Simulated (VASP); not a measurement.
Here is a VASP 6.6.1 calculation.

Contents of INCAR:

```
SYSTEM = Ge2P
  ALGO = Normal
  EDIFF = 1E-6
  EDIFFG = -0.04
  ENCUT = 600
  GGA = PE
  IBRION = 2
  ISIF = 3
  ISMEAR = 0
  LASPH = .True.
  LCHARG = .False.
  LREAL = .False.
  LWAVE = .False.
  NELM = 80
  NSW = 90
  PREC = Accurate
  SIGMA = 0.1
```

Contents of KPOINTS:

```
k-points
0
Gamma
  6 6 6
  0 0 0
```

Contents of POSCAR:

```
Ge2P
1.0
    1.7148437600      0.9900655100      4.7116869300
   -1.7148437600      0.9900655100      4.7116869300
    0.0000000000     -1.9801310100      4.7116869300
Ge P
2 1
Direct
    0.7666081800      0.7666081800      0.7666081800
    0.2333918200      0.2333918200      0.2333918200
    0.0000000000      0.0000000000      0.0000000000
```

Potentials or basis: VASP PAW PBE potentials, release 64 (Ge_d, P).

The run is started by

```console
$ cat potpaw_PBE.64/Ge_d/POTCAR potpaw_PBE.64/P/POTCAR > POTCAR
$ mpirun -np 1 vasp_std > vasp.out
```

Question: What does it give for the relaxed volume?

Answer: 19.09 Å³/atom.

Question: Estimate the space group after relaxing (to 0.1 Å).

Answer: R-3m (No. 166).

Question: Predict the relaxed cell.

Answer: a = 5.512 Å, b = 5.512 Å, c = 5.512 Å, α = 38.11°, β = 38.11°, γ = 38.11°.

The path:
| step | energy change (eV) | largest force (eV/Å) | pressure (GPa) | volume (Å³) |
| --- | --- | --- | --- | --- |
| 1 | 0.0000 | 0.6491 | 17.76 | 48.00 |
| 2 | -0.3264 | 0.6524 | -5.09 | 61.37 |
| 3 | -0.4228 | 0.2693 | 0.33 | 56.26 |
| 4 | -0.4228 | 0.2869 | 0.16 | 56.44 |
| 5 | -0.4290 | 0.1936 | 0.20 | 56.73 |
| 6 | -0.4329 | 0.0181 | 0.18 | 57.29 |
| 7 | -0.4347 | 0.0091 | -0.36 | 57.73 |
| 8 | -0.4347 | 0.0054 | -0.37 | 57.69 |
| 9 | -0.4354 | 0.0268 | 0.13 | 57.28 |

Caveat: the k points lie up to 0.34 Å⁻¹ apart in the final cell, too coarse for converged energies and pressures of a metal; the volume moved by over 15 % at a fixed basis, so the end points are rough.
